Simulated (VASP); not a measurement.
# Hf (P6_3/mmc) in VASP: further runs

Aim: see how the results for Hf move with the level of theory and the settings. Levels: PBE, r2SCAN. Tasks: electric field gradients.

Everything below comes from runs of VASP 6.6.1. Logs are shortened: lines on timing, memory, paths and dates and some standing lists are left out, and cuts for length are marked.

### 1 The cell of the first run

Symmetry: P6_3/mmc, No. 194, hexagonal system. The conventional cell has a = 3.197 Å, b = 3.197 Å, c = 5.058 Å, α = 90.00°, β = 90.00°, γ = 120.00°. Hf (site symmetry -6m2) has 12 Hf at 3.13 to 3.20 Å within 4.1 Å.

### 2 Electric field gradients, PBE

INCAR

```
SYSTEM = Hf
  PREC = Accurate
  ENCUT = 520
  EDIFF = 1E-8
  ISMEAR = -1
  SIGMA = 0.05
  LREAL = .False.
  LASPH = .True.
  NELM = 100
  ALGO = Normal
  ISIF = 2
  LWAVE = .False.
  LCHARG = .False.
  GGA = PE
  LEFG = .True.
  NBANDS = 17
```

KPOINTS

```
Automatic mesh
0
Gamma
  11 11 6
  0 0 0
```

POSCAR

```
Hf
1.0
    3.1967000000      0.0000000000      0.0000000000
   -1.5983500000      2.7684234083      0.0000000000
    0.0000000000      0.0000000000      5.0578000000
Hf
2
Direct
    0.3333333333      0.6666666667      0.2500000000
    0.6666666667      0.3333333333      0.7500000000
```

Potentials or basis: VASP PAW PBE potentials, release 64 (Hf_pv).

Run with:

```
$ cat potpaw_PBE.64/Hf_pv/POTCAR > POTCAR
$ mpirun -np 1 vasp_std > vasp.out
```

OUTCAR:

```text
SYSTEM = Hf
   PREC = Accurate
   ENCUT = 520
   EDIFF = 1E-8
   ISMEAR = -1
   LREAL = .False.
   LASPH = .True.
   NELM = 100
   ISIF = 2
   GGA = PE

 ion  position               nearest neighbor table
   1  0.333  0.667  0.250-   2 3.13   2 3.13   2 3.13   2 3.13   2 3.13   2 3.13
   2  0.667  0.333  0.750-   1 3.13   1 3.13   1 3.13   1 3.13   1 3.13   1 3.13

  LATTYP: Found a hexagonal cell.
 ALAT       =     3.1967000000
 C/A-ratio  =     1.5821941377

  Lattice vectors:

 A1 = (   3.1967000000,   0.0000000000,   0.0000000000)
 A2 = (  -1.5983500000,   2.7684234083,   0.0000000000)
 A3 = (   0.0000000000,   0.0000000000,   5.0578000000)

Analysis of symmetry for initial positions (statically):
=====================================================================
 Subroutine PRICEL returns:
 Original cell was already a primitive cell.

 Routine SETGRP: Setting up the symmetry group for a
 hexagonal supercell.

 Subroutine GETGRP returns: Found 24 space group operations
 (whereof 12 operations were pure point group operations)
 out of a pool of 24 trial point group operations.

The static configuration has the point symmetry D_3d.
 The point group associated with its full space group is D_6h.

Analysis of symmetry for dynamics (positions and initial velocities):
=====================================================================
 Subroutine PRICEL returns:
 Original cell was already a primitive cell.

 Routine SETGRP: Setting up the symmetry group for a
 hexagonal supercell.

 Subroutine GETGRP returns: Found 24 space group operations
 (whereof 12 operations were pure point group operations)
 out of a pool of 24 trial point group operations.

The dynamic configuration has the point symmetry D_3d.
 The point group associated with its full space group is D_6h.

 Subroutine INISYM returns: Found 24 space group operations
 (whereof 12 operations are pure point group operations),
 and found     1 'primitive' translations

----------------------------------------------------------------------------------------

                                     Primitive cell

  volume of cell :      44.7606

  direct lattice vectors                    reciprocal lattice vectors
     3.196700000  0.000000000  0.000000000     0.312822598  0.180608211  0.000000000
    -1.598350000  2.768423408  0.000000000     0.000000000  0.361216423  0.000000000
     0.000000000  0.000000000  5.057800000     0.000000000  0.000000000  0.197714421

  length of vectors
     3.196700000  3.196700000  5.057800000     0.361216423  0.361216423  0.197714421

  position of ions in fractional coordinates (direct lattice)
     0.333333333  0.666666667  0.250000000
     0.666666667  0.333333333  0.750000000

  ion indices of the primitive-cell ions
   primitive index   ion index
                 1           1
                 2           2

----------------------------------------------------------------------------------------

 KPOINTS: Automatic mesh

Automatic generation of k-mesh.
 Grid dimensions read from file:
 generate k-points for:   11   11    6

 Generating k-lattice:

  Cartesian coordinates                     Fractional coordinates (reciprocal lattice)
     0.028438418  0.016418928  0.000000000     0.090909091  0.000000000  0.000000000
     0.000000000  0.032837857  0.000000000     0.000000000  0.090909091  0.000000000
     0.000000000  0.000000000  0.032952404     0.000000000  0.000000000  0.166666667

  Length of vectors
     0.032837857  0.032837857  0.032952404

  Shift w.r.t. Gamma in fractional coordinates (k-lattice)
     0.000000000  0.000000000  0.000000000

 Subroutine IBZKPT returns following result:
 ===========================================

 Found     64 irreducible k-points:

 Following reciprocal coordinates:
            Coordinates               Weight
  0.000000  0.000000  0.000000      1.000000
  0.090909 -0.000000  0.000000      6.000000
  0.181818 -0.000000  0.000000      6.000000
  0.272727  0.000000  0.000000      6.000000
  0.363636 -0.000000  0.000000      6.000000
  0.454545  0.000000  0.000000      6.000000
[... 16 lines left out ...]
  0.090909  0.090909  0.166667     12.000000
  0.181818  0.090909  0.166667     24.000000
 [... further k-points ...]
   k-points           NKPTS =     64   k-points in BZ     NKDIM =     64   number of bands    NBANDS=     17
   number of dos      NEDOS =    301   number of ions     NIONS =      2
   total plane-waves  NPLWV =  23040
   dimension x,y,z NGX =    24 NGY =   24 NGZ =   40
   dimension x,y,z NGXF=    48 NGYF=   48 NGZF=   80
   ions per type =               2
   NGX,Y,Z   is equivalent  to a cutoff of  12.48, 12.48, 13.15 a.u.
   NGXF,Y,Z  is equivalent  to a cutoff of  24.96, 24.96, 26.30 a.u.
 SYSTEM =  Hf
   PREC   = accura    normal or accurate (medium, high low for compatibility)
   ISTART =      0    job   : 0-new  1-cont  2-samecut
   ICHARG =      2    charge: 1-file 2-atom 10-const
   ISPIN  =      1    spin polarized calculation?
   LNONCOLLINEAR =      F non collinear calculations
   LSORBIT =      F    spin-orbit coupling
   LASPH  =      T    aspherical Exc in radial PAW
   ENCUT  =  520.0 eV  38.22 Ry    6.18 a.u.   5.94  5.94  9.40*2*pi/ulx,y,z
   NELM   =    100;   NELMIN=  2; NELMDL= -5     # of ELM steps
   EDIFF  = 0.1E-07   stopping-criterion for ELM
   LREAL  =      F    real-space projection
   EDIFFG = 0.1E-06   stopping-criterion for IOM
   NSW    =      0    number of steps for IOM
   IBRION =     -1    ionic relax: 0-MD 1-quasi-New 2-CG
   NFREE  =      0    steps in history (QN), initial steepest desc. (CG)
   ISIF   =      2    stress and relaxation
   ISYM   =      2    0-nonsym 1-usesym 2-fastsym
   POTIM  = 0.5000    time-step for ionic-motion
   TEBEG  =    0.0;   TEEND  =   0.0 temperature during run
   PSTRESS=    0.0 pullay stress
   NELECT =      20.0000    total number of electrons
   NUPDOWN=      -1.0000    fix difference up-down
   EMIN   =  10.00;   EMAX   =-10.00  energy-range for DOS
   EFERMI =   0.00;   METHOD = LEGACY
   ISMEAR =    -1;   SIGMA  =   0.05  broadening in eV -4-tet -1-fermi 0-gaus
   EFERMI_NEDOS =   21; number of points for ismear=-14 and -15
   IALGO  =     38    algorithm
   IMIX   =      4    mixing-type and parameters
     AMIX     =   0.40;   BMIX     =  1.00
     AMIX_MAG =   1.60;   BMIX_MAG =  1.00
  volume/ion in A,a.u.               =      22.38       151.03
  Fermi-wavevector in a.u.,A,eV,Ry     =   1.251563  2.365112 21.312311  1.566411
  Thomas-Fermi vector in A             =   2.385505
   LORBIT       =      0    0 simple, 1 ext, 2 COOP (PROOUT), +10 PAW based schemes
   GGA     = PE    functional components
   LHFCALC =     F    Hartree Fock is set to
   AEXX    =    0.0000 exact exchange contribution
   IVDW    =     0    specifies the selected vdW correction
   LEPSILON=     F    determine dielectric tensor
   LRPA    =     F    only Hartree local field effects (RPA)
 non-spin polarized calculation
  energy-cutoff  :      520.00
  volume of cell :       44.76
 maximum number of plane-waves:      1220
 NGX is ok and might be reduce to    24
   NGX = 11   NGY = 11   NGZ = 19

 number of electron      20.0000004 magnetization

 Free energy of the ion-electron system (eV)
  ---------------------------------------------------
  ext. energy  EPLUGINS =         0.00000000
  ---------------------------------------------------
  free energy    TOTEN  =       -19.85475208 eV

  energy without entropy =      -19.83965780  energy(sigma->0) =      -19.84720494

 E-fermi :   4.9076     XC(G=0): -11.2819

 val. band max:        4.8812287836   @ k =   0.0909  -0.0000   0.1667
 cond. band min:       4.9517209121   @ k =   0.0909   0.0909   0.0000
 fundamental gap:      0.0704921284
 Fermi energy:         4.9076406869

 k-point     1 :       0.0000    0.0000    0.0000
  band No.  band energies     occupation
      1     -26.1601      2.00000
      2     -25.4205      2.00000
      3     -25.4205      2.00000
      4     -25.2946      2.00000
      5     -25.2930      2.00000
      6     -25.2930      2.00000
[... 9 lines left out ...]
     16       7.5530      0.00000
     17      10.2469      0.00000

 k-point     2 :       0.0909   -0.0000    0.0000
  band No.  band energies     occupation
      1     -26.1388      2.00000
      2     -25.4657      2.00000
      3     -25.4357      2.00000
      4     -25.3406      2.00000
      5     -25.3044      2.00000
      6     -25.2991      2.00000
[... 9 lines left out ...]
     16       7.3217      0.00000
     17      10.4338      0.00000
[... 421 lines left out ...]
 k-point    24 :       0.1818    0.0909    0.1667
  band No.  band energies     occupation
      1     -26.0011      2.00000
      2     -25.6493      2.00000
      3     -25.6129      2.00000
      4     -25.4933      2.00000
      5     -25.3697      2.00000
      6     -25.3561      2.00000
[... 9 lines left out ...]
     16       8.6208      0.00000
     17      10.7684      0.00000

 [... further k-points ...]
[... 5 lines left out ...]
  --------------------------------------------------------------------------------------
  -------------------------------------------------------------------------------------
  Total        0.1215805      0.1215805      0.1387675      0.0000000      0.0000000     -0.0000000
  in kB        4.3518965      4.3518965      4.9670940      0.0000000      0.0000000     -0.0000000
  external PRESSURE =       4.5569623 kB  Pullay stress =       0.0000000 kB

 VOLUME and BASIS-vectors are now :
 -----------------------------------------------------------------------------
  energy-cutoff  :      520.00
  volume of cell :       44.76
      direct lattice vectors                 reciprocal lattice vectors
     3.196700000  0.000000000  0.000000000     0.312822598  0.180608211  0.000000000
    -1.598350000  2.768423408  0.000000000     0.000000000  0.361216423  0.000000000
     0.000000000  0.000000000  5.057800000     0.000000000  0.000000000  0.197714421

 POSITION                                       TOTAL-FORCE (eV/Angst)
 -----------------------------------------------------------------------------------
     -0.00000      1.84562      1.26445        -0.000000      0.000000      0.000000
      1.59835      0.92281      3.79335         0.000000     -0.000000      0.000000
 -----------------------------------------------------------------------------------
    total drift:                               -0.000000      0.000000     -0.000000

  FREE ENERGIE OF THE ION-ELECTRON SYSTEM (eV)
  ---------------------------------------------------
  free  energy   TOTEN  =       -19.8547520825 eV

  energy  without entropy=      -19.8396578031  energy(sigma->0) =      -19.84720494

 Electric field gradients (V/A^2)
---------------------------------------------------------------------
 ion       V_xx      V_yy      V_zz      V_xy      V_xz      V_yz
---------------------------------------------------------------------
   1     -39.798   -39.797    79.595     0.000     0.000    -0.000
   2     -39.798   -39.797    79.595     0.000    -0.000     0.000
---------------------------------------------------------------------

 Electric field gradients after diagonalization (V/A^2)
 (convention: |V_zz| > |V_xx| > |V_yy|)
----------------------------------------------------------------------
 ion       V_xx      V_yy      V_zz     asymmetry (V_yy - V_xx)/ V_zz
----------------------------------------------------------------------
   1     -39.798   -39.797    79.595       0.000
   2     -39.798   -39.797    79.595       0.000
----------------------------------------------------------------------

           NMR quadrupolar parameters

 Cq : quadrupolar parameter    Cq=e*Q*V_zz/h
 eta: asymmetry parameters     (V_yy - V_xx)/ V_zz
 Q  : nuclear electric quadrupole moment in mb (millibarn)
----------------------------------------------------------------------
 ion       Cq(MHz)       eta       Q (mb)
----------------------------------------------------------------------
   1       0.192       0.000       1.000
   2       0.192       0.000       1.000
----------------------------------------------------------------------
```

Wall time 29 s (1 thread of Intel Xeon Platinum 8259CL at 2.50GHz (Skylake/Cascade Lake), shared host); peak memory 0.18 GiB.

What came out:

| Item | Value |
| --- | --- |
| Free energy | -19.8548 eV |
| Pressure | 0.5 GPa |
| Band gap on the k mesh | zero (band 10 reaches 6.09 eV, above the bottom of band 11 at 4.62 eV) |

Levels at points of the mesh, in eV from the Fermi level:
```tsv
k point	band 6	band 7	band 8	band 9	band 10	band 11	band 12	band 13	band 14	band 15
(0.00, 0.00, 0.00)	-30.20	-7.37	-3.70	0.65	1.19	1.19	1.47	2.01	2.01	2.65
(0.00, 0.00, 0.50)	-30.26	-5.39	-5.39	0.15	0.15	1.08	1.08	1.08	1.08	4.80
```

Electric field gradients, principal values (V/Å²):
| atom | least | middle | greatest (by size) |
| --- | --- | --- | --- |
| 1 Hf | -39.797 | -39.798 | 79.595 |
| 2 Hf | -39.797 | -39.798 | 79.595 |

Caveat: without QUAD_EFG the Cq values of the log hold for a quadrupole moment of 1 mb, not for the nuclei; spin-orbit coupling is left out, which moves the levels of the heavy elements.

### 3 Electric field gradients, r2SCAN

POSCAR is that of step 2.

INCAR.step1

```
SYSTEM = Hf
PREC = Accurate ; ENCUT = 520
ISMEAR = -1 ; SIGMA = 0.05
LREAL = .FALSE. ; LASPH = .TRUE.
NELM = 100 ; NBANDS = 17
GGA = PE ; ALGO = Normal
EDIFF = 1E-4 ; LWAVE = .TRUE.
LCHARG = .FALSE.
```

INCAR.step2

```
SYSTEM = Hf
PREC = Accurate ; ENCUT = 520
EDIFF = 1E-8 ; ISMEAR = -1
SIGMA = 0.05 ; LREAL = .FALSE.
LASPH = .TRUE. ; NELM = 100
ALGO = Normal ; ISIF = 2
LWAVE = .FALSE. ; LCHARG = .FALSE.
METAGGA = R2SCAN ; LMIXTAU = .TRUE.
LEFG = .TRUE. ; NBANDS = 17
ISTART = 1
```

KPOINTS

```
Automatic mesh
0
G
  12 12 7
  0 0 0
```

Potentials or basis: VASP PAW PBE potentials, release 64 (Hf_pv).

Run with:

```
$ cat potpaw_PBE.64/Hf_pv/POTCAR > POTCAR
$ cp INCAR.step1 INCAR
$ mpirun -np 1 vasp_std > vasp.out
$ cp INCAR.step2 INCAR
$ mpirun -np 1 vasp_std > vasp.out
```

OUTCAR:

```text
SYSTEM = Hf
   PREC = Accurate
   ENCUT = 520
   EDIFF = 1E-8
   ISMEAR = -1
   LREAL = .FALSE.
   LASPH = .TRUE.
   NELM = 100
   ISIF = 2
   METAGGA = R2SCAN
   ISTART = 1

 ion  position               nearest neighbor table
   1  0.333  0.667  0.250-   2 3.13   2 3.13   2 3.13   2 3.13   2 3.13   2 3.13
   2  0.667  0.333  0.750-   1 3.13   1 3.13   1 3.13   1 3.13   1 3.13   1 3.13

  LATTYP: Found a hexagonal cell.
 ALAT       =     3.1967000000
 C/A-ratio  =     1.5821941377

  Lattice vectors:

 A1 = (   3.1967000000,   0.0000000000,   0.0000000000)
 A2 = (  -1.5983500000,   2.7684234083,   0.0000000000)
 A3 = (   0.0000000000,   0.0000000000,   5.0578000000)

Analysis of symmetry for initial positions (statically):
=====================================================================
 Subroutine PRICEL returns:
 Original cell was already a primitive cell.

 Routine SETGRP: Setting up the symmetry group for a
 hexagonal supercell.

 Subroutine GETGRP returns: Found 24 space group operations
 (whereof 12 operations were pure point group operations)
 out of a pool of 24 trial point group operations.

The static configuration has the point symmetry D_3d.
 The point group associated with its full space group is D_6h.

Analysis of symmetry for dynamics (positions and initial velocities):
=====================================================================
 Subroutine PRICEL returns:
 Original cell was already a primitive cell.

 Routine SETGRP: Setting up the symmetry group for a
 hexagonal supercell.

 Subroutine GETGRP returns: Found 24 space group operations
 (whereof 12 operations were pure point group operations)
 out of a pool of 24 trial point group operations.

The dynamic configuration has the point symmetry D_3d.
[... 153 lines left out ...]
 Fermi energy:         4.8304337133

 k-point     1 :       0.0000    0.0000    0.0000
  band No.  band energies     occupation
      1     -27.4188      2.00000
      2     -26.6535      2.00000
      3     -26.6535      2.00000
      4     -26.5264      2.00000
      5     -26.5249      2.00000
      6     -26.5249      2.00000
[... 457 lines left out ...]
      4     -26.7814      2.00000
      5     -26.6539      2.00000
      6     -26.6014      2.00000
[... 9 lines left out ...]
     16       9.6154      0.00000
     17      11.3556      0.00000

 [... further k-points ...]
[... 5 lines left out ...]
  --------------------------------------------------------------------------------------
  -------------------------------------------------------------------------------------
  Total       -0.1547333     -0.1547333     -0.2695413      0.0000000     -0.0000000     -0.0000000
  in kB       -5.5385774     -5.5385774     -9.6480566      0.0000000     -0.0000000     -0.0000000
  external PRESSURE =      -6.9084038 kB  Pullay stress =       0.0000000 kB

 VOLUME and BASIS-vectors are now :
 -----------------------------------------------------------------------------
  energy-cutoff  :      520.00
  volume of cell :       44.76
      direct lattice vectors                 reciprocal lattice vectors
     3.196700000  0.000000000  0.000000000     0.312822598  0.180608211  0.000000000
    -1.598350000  2.768423408  0.000000000     0.000000000  0.361216423  0.000000000
     0.000000000  0.000000000  5.057800000     0.000000000  0.000000000  0.197714421

 POSITION                                       TOTAL-FORCE (eV/Angst)
 -----------------------------------------------------------------------------------
     -0.00000      1.84562      1.26445        -0.000000      0.000000      0.000000
      1.59835      0.92281      3.79335         0.000000     -0.000000      0.000000
 -----------------------------------------------------------------------------------
    total drift:                               -0.000000      0.000000     -0.000000

  FREE ENERGIE OF THE ION-ELECTRON SYSTEM (eV)
  ---------------------------------------------------
  free  energy   TOTEN  =       -90.3082023636 eV

  energy  without entropy=      -90.2982017831  energy(sigma->0) =      -90.30320207

 Electric field gradients (V/A^2)
---------------------------------------------------------------------
 ion       V_xx      V_yy      V_zz      V_xy      V_xz      V_yz
---------------------------------------------------------------------
   1     -37.645   -37.644    75.288     0.000     0.000    -0.000
   2     -37.645   -37.644    75.288     0.000    -0.000     0.000
---------------------------------------------------------------------

 Electric field gradients after diagonalization (V/A^2)
 (convention: |V_zz| > |V_xx| > |V_yy|)
----------------------------------------------------------------------
 ion       V_xx      V_yy      V_zz     asymmetry (V_yy - V_xx)/ V_zz
----------------------------------------------------------------------
   1     -37.645   -37.644    75.288       0.000
   2     -37.645   -37.644    75.288       0.000
----------------------------------------------------------------------

           NMR quadrupolar parameters

 Cq : quadrupolar parameter    Cq=e*Q*V_zz/h
 eta: asymmetry parameters     (V_yy - V_xx)/ V_zz
 Q  : nuclear electric quadrupole moment in mb (millibarn)
----------------------------------------------------------------------
 ion       Cq(MHz)       eta       Q (mb)
----------------------------------------------------------------------
   1       0.182       0.000       1.000
   2       0.182       0.000       1.000
----------------------------------------------------------------------
```

Run time: 2.8 min. Hardware: 1 thread of Intel Xeon Platinum 8259CL at 2.50GHz (Skylake/Cascade Lake), shared host; peak memory 0.2 GiB.

What came out:

* Free energy: -90.3082 eV
* Pressure: -0.7 GPa
* Band gap on the k mesh: zero (band 10 reaches 6.16 eV, above the bottom of band 11 at 4.38 eV)

Stress tensor (GPa, compression positive):
```
-0.55  0.00  0.00
 0.00 -0.55  0.00
 0.00  0.00 -0.96
```

Electric field gradients, principal values (V/Å²):
```csv
atom,least,middle,greatest (by size)
1 Hf,-37.644,-37.645,75.288
2 Hf,-37.644,-37.645,75.288
```

Caveat: without QUAD_EFG the Cq values of the log hold for a quadrupole moment of 1 mb, not for the nuclei; the PAW data sets were made with another functional, which shifts forces and pressure a little; spin-orbit coupling is left out, which moves the levels of the heavy elements.
